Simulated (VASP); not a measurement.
Wanted: the native input for a VASP 6.6.1 run.

```yaml
Task: single point
Functional: PBEsol
Potentials_or_basis: VASP PAW PBE potentials, release 64 (Ba_sv, Ti_sv, O)
Cutoff: 520 eV
k_mesh: 4 × 4 × 4
Occupations: gaussian, width 0.01 eV
Spin: no spin polarisation
Dipole_correction: no
Further_INCAR_settings: ALGO = Normal; EDIFF = 1e-06; NBANDS = 28
```

The structure of BaTiO3 lies in POSCAR:

```
BaTiO3
1.0
    4.0060000000      0.0000000000      0.0000000000
    0.0000000000      4.0060000000      0.0000000000
    0.0000000000      0.0000000000      4.0060000000
Ba Ti O
1 1 3
Direct
    0.5000000000      0.5000000000      0.5000000000
    0.0000000000      0.0000000000      0.0000000000
    0.5000000000      0.0000000000      0.0000000000
    0.0000000000      0.5000000000      0.0000000000
    0.0000000000      0.0000000000      0.5000000000
```

One way to write it, as run:

INCAR

```
PREC = Accurate
ENCUT = 520
EDIFF = 1E-6
ISMEAR = 0
SIGMA = 0.01
LREAL = F
LASPH = T
NELM = 80
ALGO = Normal
ISIF = 2
LWAVE = F
LCHARG = T
GGA = PS
LELF = T
LVHAR = T
NBANDS = 28
```

KPOINTS

```
Automatic mesh
0
Gamma
  4 4 4
```

Potentials or basis: VASP PAW PBE potentials, release 64 (Ba_sv, Ti_sv, O).

The run is started by

```console
$ cat potpaw_PBE.64/Ba_sv/POTCAR potpaw_PBE.64/Ti_sv/POTCAR potpaw_PBE.64/O/POTCAR > POTCAR
$ mpirun -np 1 vasp_std > vasp.out
```

It gave:

| Quantity | Value |
| --- | --- |
| Pressure | -2.7 GPa |
| Band gap on the k mesh | 1.67 eV, indirect (least direct gap 1.82 eV) |

Caveat: the PAW data sets were made with another functional, which shifts forces and pressure a little; spin-orbit coupling is left out, which moves the levels of the heavy elements.

Run time: 12 s on 1 thread of AMD EPYC 9R45 96-Core Processor (Zen 5), on a shared host, peak memory 0.15 GiB.
